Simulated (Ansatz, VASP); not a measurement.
# SiP7 in VASP and in Ansatz

```
Si P
1.0
    -3.05991    3.05991    3.05991
     3.05991   -3.05991    3.05991
     3.05991    3.05991   -3.05991
Si P
1 7
Cartesian
  0.0000 0.0000 0.0000
  3.0599 0.0000 0.0000
  0.0000 0.0000 3.0599
  0.0000 3.0599 0.0000
  1.5300 1.5300 -1.5300
  1.5300 -1.5300 1.5300
  -1.5300 1.5300 1.5300
  1.5300 1.5300 1.5300
```

Change from the starting cell: species swapped into the Fe7Co type (Im-3m, No. 229).

Alike in both runs: functional PBE; k mesh 4 × 4 × 4; occupations gaussian, width 0.2 eV; no spin polarisation.

Ansatz relaxed the structure, and its values are those at the end. VASP's run is a single point on that final structure, the one shown.

|  | VASP | Ansatz |
| --- | --- | --- |
| version | VASP 6.6.1 | Ansatz 0.2.0 |
| potentials or method | VASP PAW PBE potentials, release 64 (Si, P), cutoff 500 eV | scalar-relativistic, plane waves, PAW |
| valence electrons in the cell | 39 | 39 |

VASP gave:

- gap on the k mesh at the Fermi level (eV): none
- pressure (GPa): 0.4

**Question.** What did Ansatz give for the same quantities?

**Answer.** gap on the k mesh at the Fermi level (eV): none; pressure (GPa): 0.6.

A gap of «none» marks a metal or a gap that the smearing closes. The functional is the same, so the differences come from potentials, cutoffs and numerics.

The k mesh is coarse, so the values compare programs but aren't converged.
